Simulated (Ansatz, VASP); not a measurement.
**V in VASP and in Ansatz**

INCAR

```
SYSTEM = V
PREC = Accurate ; ENCUT = 520
EDIFF = 1E-6 ; ISMEAR = -1
SIGMA = 0.05 ; LREAL = .FALSE.
LASPH = .TRUE. ; NELM = 150
ALGO = Normal ; ISIF = 2
LWAVE = .FALSE. ; LCHARG = .FALSE.
ISPIN = 2 ; MAGMOM = 2 2
LORBIT = 11 ; LMAXMIX = 4
NBANDS = 24
```

KPOINTS

```
regular mesh
0
G
  12 12 6
  0 0 0
```

POSCAR

```
V
1.0
    2.6042941027      0.0000000000      0.0000000000
   -1.3021470513      2.2553848518      0.0000000000
    0.0000000000      0.0000000000      4.7233360000
V
2
Direct
    0.3333333333      0.6666666667      0.2500000000
    0.6666666667      0.3333333333      0.7500000000
```

The input input.yaml:

```yaml
crystal:
  lattice:
    - [2.6042941027, 0.0, 0.0]
    - [-1.3021470513, 2.2553848518, 0.0]
    - [0.0, 0.0, 4.723336]
  atoms:
    - { symbol: V, position: [0.3333333333, 0.6666666667, 0.25], spin: 2.0 }
    - { symbol: V, position: [0.6666666667, 0.3333333333, 0.75], spin: 2.0 }
kpoints:
  mp_grid: { grid: [12, 12, 6] }
  band_path:
    path:
      - [0.0, 0.0, 0.0]
      - [0.5, 0.0, 0.0]
      - [0.3333333333, 0.3333333333, 0.0]
      - [0.0, 0.0, 0.0]
      - [0.0, 0.0, 0.5]
      - [0.5, 0.0, 0.5]
      - [0.3333333333, 0.3333333333, 0.5]
      - [0.0, 0.0, 0.5]
    npoints: 12
scf:
  occupations: { method: fermi_dirac, width: 0.05 }
hamiltonian:
  xc: lda
  pseudopotentials: { kind: all_electron, lapw: { basis_error: 0.001 } }
magnetization:
  spin_polarized: true
output:
  forces: true
  stress: true
  eigenvalues: true
```

Alike in both runs: functional LDA; k mesh 12 × 12 × 6; occupations fermi-dirac, width 0.05 eV; collinear spin.

```csv
,VASP,Ansatz
version,VASP 6.6.1,Ansatz 0.2.0
potentials or method,"VASP PAW LDA potentials, release 64 (V_sv), cutoff 520 eV","all-electron LAPW, scalar-relativistic"
task,single point,band structure
```

Ansatz gave:

- gap on the k mesh at the Fermi level (eV): none
- pressure (GPa): -12.9
- traceless stress, the component that is largest in VASP (GPa): 1.19
- net moment per atom (μB): 0.00

Q: What did VASP give for the same quantities?

A: gap on the k mesh at the Fermi level (eV): none; pressure (GPa): -12.6; traceless stress, the component that is largest in VASP (GPa): 1.15; net moment per atom (μB): 0.00.

LDA's correlation is that of Perdew and Zunger in VASP and of Perdew and Wang (1992) in Ansatz. A gap of «none» marks a metal or a gap that the smearing closes. Ansatz ran all-electron here, and VASP with PAW potentials.
